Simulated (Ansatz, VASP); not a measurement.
Ti2Si: VASP beside Ansatz

Contents of INCAR:

```
SYSTEM = Ti2Si
ALGO = Normal
EDIFF = 1E-7
ENCUT = 520
GGA = PE
ISIF = 2
ISMEAR = 0
LASPH = .TRUE.
LCHARG = .TRUE.
LELF = .TRUE.
LREAL = .FALSE.
LVHAR = .TRUE.
LWAVE = .FALSE.
NBANDS = 21
NELM = 100
PREC = Accurate
SIGMA = 0.1
```

Contents of KPOINTS:

```
k-points
0
G
  6 6 6
  0 0 0
```

The input POSCAR:

```
Ti2Si
1.0
    3.6930359400      0.0000000000      0.0000000000
   -1.8465179700      3.1982629400      0.0000000000
    0.0000000000      0.0000000000      3.6660188500
Ti Si
2 1
Direct
    0.3333333300      0.6666666700      0.5000000000
    0.6666666700      0.3333333300      0.5000000000
    0.0000000000      0.0000000000      0.0000000000
```

Input for Ansatz:

```yaml
crystal:
  lattice:
    - [3.69303594, 0.0, 0.0]
    - [-1.84651797, 3.19826294, 0.0]
    - [0.0, 0.0, 3.66601885]
  atoms:
    - { symbol: Ti, position: [0.33333333, 0.66666667, 0.5] }
    - { symbol: Ti, position: [0.66666667, 0.33333333, 0.5] }
    - { symbol: Si, position: [0.0, 0.0, 0.0] }
basis:
  ecutwfc: 420
kpoints:
  mp_grid: { grid: [6, 6, 6] }
hamiltonian:
  xc: pbe
scf:
  occupations: { method: gaussian, width: 0.1 }
  lower_state_search: "off"
output:
  forces: true
  stress: true
  eigenvalues: true
```

Change from the starting cell: species swapped into the TbGa2 type (P6/mmm, No. 191).

Alike in both runs: task single point; functional PBE; k mesh 6 × 6 × 6; occupations gaussian, width 0.1 eV; no spin polarisation.

```csv
,VASP,Ansatz
version,VASP 6.6.1,Ansatz 0.2.0
potentials or method,"VASP PAW PBE potentials, release 64 (Ti_sv, Si), cutoff 520 eV","scalar-relativistic, plane waves, PAW"
valence electrons in the cell,28,28
```

|  | VASP | Ansatz | Ansatz less VASP |
| --- | --- | --- | --- |
| gap on the k mesh at the Fermi level (eV) | none | none | - |
| pressure (GPa) | 18.8 | 18.1 | -0.74 |
| traceless stress, the component that is largest in VASP (GPa) | -41.69 | -40.71 | +0.977 |

A gap of «none» marks a metal or a gap that the smearing closes. The functional is the same, so the differences come from potentials, cutoffs and numerics.
